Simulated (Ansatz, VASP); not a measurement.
**C: VASP beside Ansatz**

```xyz
19
Lattice="7.3980 0.0000 0.0000 -3.6990 6.4069 0.0000 0.0000 0.0000 12.0000" Properties=species:S:1:pos:R:3 pbc="T T T"
C    -0.0113   -0.0286    0.9792
C     1.2341    0.6901    0.9780
C    -1.2884    2.0820    1.2991
C     0.0453    2.8502    1.2987
C    -2.4768    4.2417    0.9777
C    -1.2312    4.9604    0.9799
C     2.4703   -0.0206    0.9334
C     3.6899    0.6836    0.9220
C     1.2580    2.0969    1.0008
C     2.4611    2.8194    0.9051
C    -0.0007    4.2776    1.0035
C     1.2263    4.9587    0.9081
C     4.9292   -0.0268    0.9084
C     6.1563    0.6543    1.0037
C     3.6940    2.1123    0.9050
C     4.8971    2.8349    1.0002
C     2.4655    4.2482    0.9213
C     3.6851    4.9524    0.9323
C    -0.6218    2.4666    2.6037
```

Alike in both runs: functional PBEsol; k mesh 2 × 2 × 1; occupations gaussian, width 0.05 eV; collinear spin.

Ansatz relaxed the structure, and its values are those at the end. VASP's run is a single point on that final structure, the one shown.

```csv
,VASP,Ansatz
version,VASP 6.6.1,Ansatz 0.2.0
potentials or method,"VASP PAW PBE potentials, release 64 (C), cutoff 520 eV","scalar-relativistic, plane waves, PAW"
valence electrons in the cell,76,76
```

|  | VASP | Ansatz | Ansatz less VASP |
| --- | --- | --- | --- |
| rms of the force components (eV/Å) | 0.019 | 0.006 | -0.0133 |
| net moment per atom (μB) | 0.03 | 0.03 | 0.000 |
| size of the moment on the site where the two differ most (μB) | 0.16 | 0.13 | -0.036 |

VASP's potentials were made for PBE, not for PBEsol. Site moments also hang on the region over which each program counts them. Ansatz's warnings: xc potential rough in thin density.

The k mesh is coarse, so the values compare programs but aren't converged.
